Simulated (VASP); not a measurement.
TiHg, 2 atoms in the cell. Symmetry: P4/mmm, No. 123, tetragonal system. Conventional cell: a = 3.049 Å, b = 3.049 Å, c = 4.094 Å, α = 90.00°, β = 90.00°, γ = 90.00°. Ti (site symmetry 4/mmm) has 8 Hg at 2.97 Å and 4 Ti at 3.05 Å within 3.9 Å. Hg (site symmetry 4/mmm) has 8 Ti at 2.97 Å and 4 Hg at 3.05 Å within 3.9 Å. 

| Quantity | Value |
| --- | --- |
| Program | VASP 6.6.1 |
| Task | electric field gradients |
| Functional | LDA |
| Potentials or basis | VASP PAW LDA potentials, release 64 (Ti_sv, Hg) |
| Cutoff | 520 eV |
| k mesh | 14 × 14 × 10 |
| Occupations | fermi-dirac, width 0.08 eV |
| Spin | no spin polarisation |
| Dipole correction | no |
| Further INCAR settings | ALGO = Normal; EDIFF = 1e-08; NBANDS = 19 |

Potentials or basis: VASP PAW LDA potentials, release 64 (Ti_sv, Hg).

Command:

```bash
$ cat potpaw_LDA.64/Ti_sv/POTCAR potpaw_LDA.64/Hg/POTCAR > POTCAR
$ mpirun -np 1 vasp_std > vasp.out
```

Hardware: 1 thread of Intel(R) Xeon(R) Platinum 8559C (Emerald Rapids), on a shared host.

Problem. Estimate the wall time of this run.

Solution. Run time: 66 s on 1 thread of Intel(R) Xeon(R) Platinum 8559C (Emerald Rapids), on a shared host, peak memory 0.26 GiB. Counts: scf iterations 15, k points 216.
